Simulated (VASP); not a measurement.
Runs of VASP 6.6.1 on Cu. The structure is that of space group I4/mmm (No. 139), or close to it. The cells are those of the table. 

```csv
cell,further INCAR settings,gap on the mesh (eV),pressure (GPa)
"a = 2.671, b = 2.671, c = 3.230 Å, 2 atoms",ALGO = Fast; EDIFF = 1e-07; NBANDS = 18,none,-1.7
"a = 2.621, b = 2.621, c = 3.352 Å, 2 atoms",ALGO = Fast; EDIFF = 1e-06; NBANDS = 18,none,-1.3
"a = 2.369, b = 2.369, c = 3.846 Å, 2 atoms",ALGO = Fast; EDIFF = 1e-07; NBANDS = 18,none,11.1
"a = 2.369, b = 2.509, c = 3.716 Å, 2 atoms",ALGO = Fast; EDIFF = 1e-06; NBANDS = 18,none,(a)
```

Alike in all rows: task single point; level PBEsol; potentials or basis VASP PAW PBE potentials, release 64 (Cu); no spin polarisation; k mesh 20 × 20 × 14; cutoff (eV) 520; smearing gaussian 0.1 eV.

**Question.** Fill in the values left out.

**Answer.** (a) 6.9.

Caveats: the PAW data sets were made with another functional, which shifts forces and pressure a little; the cell stands under pressure (at least some runs).

A gap of «none» marks levels without a gap at the run's occupations.
